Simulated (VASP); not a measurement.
Set up this calculation in VASP 6.6.1, as the native input.

| Quantity | Value |
| --- | --- |
| Task | relaxation of cell and atoms |
| Functional | PBE |
| Potentials or basis | VASP PAW PBE potentials, release 64 (Ba_sv) |
| Cutoff | 600 eV |
| k mesh | 12 × 12 × 12 |
| Occupations | gaussian, width 0.1 eV |
| Spin | no spin polarisation |
| Dipole correction | no |
| Further INCAR settings | ALGO = Fast; EDIFF = 1e-07; IBRION = 2; EDIFFG = -0.005; NSW = 100; ISIF = 3 |

The structure of Ba lies in POSCAR:

```
Ba
1.0
   -2.5065000000      2.5065000000      2.5065000000
    2.5065000000     -2.5065000000      2.5065000000
    2.5065000000      2.5065000000     -2.5065000000
Ba
1
Direct
    0.0000000000      0.0000000000      0.0000000000
```

One way to write it, as run:

INCAR

```
  PREC = Accurate
  ENCUT = 600
  EDIFF = 1E-7
  ISMEAR = 0
  SIGMA = 0.1
  LREAL = F
  LASPH = T
  NELM = 80
  ALGO = Fast
  ISIF = 3
  LWAVE = F
  LCHARG = F
  GGA = PE
  IBRION = 2
  NSW = 100
  EDIFFG = -0.005
```

KPOINTS

```
regular mesh
0
Gamma
  12 12 12
```

Potentials or basis: VASP PAW PBE potentials, release 64 (Ba_sv).

Launch:

```console
$ cat potpaw_PBE.64/Ba_sv/POTCAR > POTCAR
$ mpirun -np 1 vasp_std > vasp.out
```

It gave:

The relaxed volume is 63.66 Å³/atom. The relaxed cell is a = 4.357 Å, b = 4.357 Å, c = 4.357 Å, α = 109.47°, β = 109.47°, γ = 109.47°, the space group after relaxing (to 0.05 Å) is Im-3m (No. 229) and the energy gained by relaxing is 0.2 meV/atom. The ionic steps are 3. The pressure after relaxing is 0.0 GPa and the band gap on the k mesh is zero (band 5 reaches 2.12 eV, above the bottom of band 6 at 1.08 eV).

Caveat: spin-orbit coupling is left out, which moves the levels of the heavy elements.

Run time: 110 s on 1 thread of Intel(R) Xeon(R) Platinum 8488C (Sapphire Rapids), on a shared host, peak memory 0.24 GiB.
